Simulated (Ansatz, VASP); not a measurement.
**One calculation of Al2Cu, two programs**

```
Al Cu
1.0
    -3.14635    3.14635    2.41381
     3.14635   -3.14635    2.41381
     3.14635    3.14635   -2.41381
Al Cu
4 2
Direct
  0.15932 0.65932 0.81864
  0.65932 0.84068 0.50000
  0.84068 0.34068 0.18136
  0.34068 0.15932 0.50000
  0.75000 0.75000 0.00000
  0.25000 0.25000 0.00000
```

Alike in both runs: task single point; functional PBEsol; k mesh 10 × 10 × 10; occupations gaussian, width 0.15 eV; no spin polarisation.

```csv
,VASP,Ansatz
version,VASP 6.6.1,Ansatz 0.2.0
potentials or method,"VASP PAW PBE potentials, release 64 (Al, Cu), cutoff 520 eV","scalar-relativistic, plane waves, PAW"
valence electrons in the cell,34,50
```

```tsv
	VASP	Ansatz	Ansatz less VASP
gap on the k mesh at the Fermi level (eV)	none	none	-
pressure (GPa)	-8.2	-8.4	-0.25
traceless stress, the component that is largest in VASP (GPa)	3.79	3.77	-0.017
rms of the force components (eV/Å)	0.023	0.021	-0.0017
```

VASP's potentials were made for PBE, not for PBEsol, and Ansatz warns of the same on its side. Atom by atom the forces differ by 0.002 eV/Å (rms over components). A gap of «none» marks a metal or a gap that the smearing closes. VASP's potentials hold 34 valence electrons a cell and Ansatz's 50, so a difference there can come from the potentials and not from the codes.
